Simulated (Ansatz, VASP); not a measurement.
## WC in VASP and in Ansatz

```
CELL_PARAMETERS angstrom
0.00000 2.19268 2.19268
2.19268 0.00000 2.19268
2.19268 2.19268 0.00000
ATOMIC_POSITIONS crystal
W 0.00000 0.00000 0.00000
C 0.50000 0.50000 0.50000
```

Alike in both runs: task single point; functional PBEsol; k mesh 6 × 6 × 6; occupations fermi-dirac, width 0.03 eV; no spin polarisation.

|  | VASP | Ansatz |
| --- | --- | --- |
| version | VASP 6.6.1 | Ansatz 0.2.0 |
| potentials or method | VASP PAW PBE potentials, release 64 (W_sv, C), cutoff 600 eV | all-electron LAPW, scalar-relativistic |

|  | VASP | Ansatz | Ansatz less VASP |
| --- | --- | --- | --- |
| gap on the k mesh at the Fermi level (eV) | none | none | - |
| pressure (GPa) | -8.5 | -9.4 | -0.90 |

VASP's potentials were made for PBE, not for PBEsol. A gap of «none» marks a metal or a gap that the smearing closes. Ansatz ran all-electron here, and VASP with PAW potentials.

The k mesh is coarse, so the values compare programs but aren't converged. Spin-orbit coupling is off throughout. Noted on Ansatz's run: the k mesh is thin for a metal, which can move the energy by tens of meV per atom.
